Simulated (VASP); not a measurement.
Wanted: the native input for a VASP 6.6.1 run.

```yaml
Task: relaxation of cell and atoms
Functional: r2SCAN
Potentials_or_basis: VASP PAW PBE potentials, release 64 (Sr_sv, O)
Cutoff: 600 eV
k_mesh: 8 × 8 × 8
Occupations: fermi-dirac, width 0.02 eV
Spin: no spin polarisation
Dipole_correction: no
Further_INCAR_settings: ALGO = Normal; EDIFF = 1e-07; IBRION = 2; EDIFFG = -0.005; NSW = 80; ISIF = 3
```

SrO:

```
CELL_PARAMETERS angstrom
0.00000 2.59727 2.59727
2.59727 0.00000 2.59727
2.59727 2.59727 0.00000
ATOMIC_POSITIONS crystal
Sr 0.00000 0.00000 0.00000
O 0.50000 0.50000 0.50000
```

These files were run (other wordings do the same):

POSCAR

```
SrO
1.0
    0.0000000000      2.5972737626      2.5972737626
    2.5972737626      0.0000000000      2.5972737626
    2.5972737626      2.5972737626      0.0000000000
Sr O
1 1
Direct
    0.0000000000      0.0000000000      0.0000000000
    0.5000000000      0.5000000000      0.5000000000
```

INCAR.step1

```
PREC = Accurate ; ENCUT = 600
ISMEAR = -1 ; SIGMA = 0.02
LREAL = F ; LASPH = T
NELM = 60 ; GGA = PE
ALGO = Normal ; EDIFF = 1E-4
LWAVE = T ; LCHARG = F
```

INCAR.step2

```
PREC = Accurate ; ENCUT = 600
EDIFF = 1E-7 ; ISMEAR = -1
SIGMA = 0.02 ; LREAL = F
LASPH = T ; NELM = 60
ALGO = Normal ; ISIF = 3
LWAVE = F ; LCHARG = F
METAGGA = R2SCAN ; LMIXTAU = T
IBRION = 2 ; NSW = 80
EDIFFG = -0.005 ; ISTART = 1
```

KPOINTS

```
Automatic mesh
0
Gamma
  8 8 8
```

Potentials or basis: VASP PAW PBE potentials, release 64 (Sr_sv, O).

Command:

```console
$ cat potpaw_PBE.64/Sr_sv/POTCAR potpaw_PBE.64/O/POTCAR > POTCAR
$ cp INCAR.step1 INCAR
$ mpirun -np 1 vasp_std > vasp.out
$ cp INCAR.step2 INCAR
$ mpirun -np 1 vasp_std > vasp.out
```

It gave:

```json
{"Relaxed volume": "17.25 Å³/atom", "Relaxed cell": "a = 3.654 Å, b = 3.654 Å, c = 3.654 Å, α = 60.00°, β = 60.00°, γ = 60.00°", "Space group after relaxing (to 0.1 Å)": "Fm-3m (No. 225)", "Energy gained by relaxing": "1.2 meV/atom", "Ionic steps": "3", "Pressure after relaxing": "0.0 GPa", "Band gap on the k mesh": "3.75 eV (least direct gap 3.85 eV)"}
```

Caveat: the PAW data sets were made with another functional, which shifts forces and pressure a little.

Run time: 4 min on 1 thread of Intel(R) Xeon(R) Platinum 8259CL CPU @ 2.50GHz (Skylake/Cascade Lake), with other jobs on the host, peak memory 0.18 GiB.
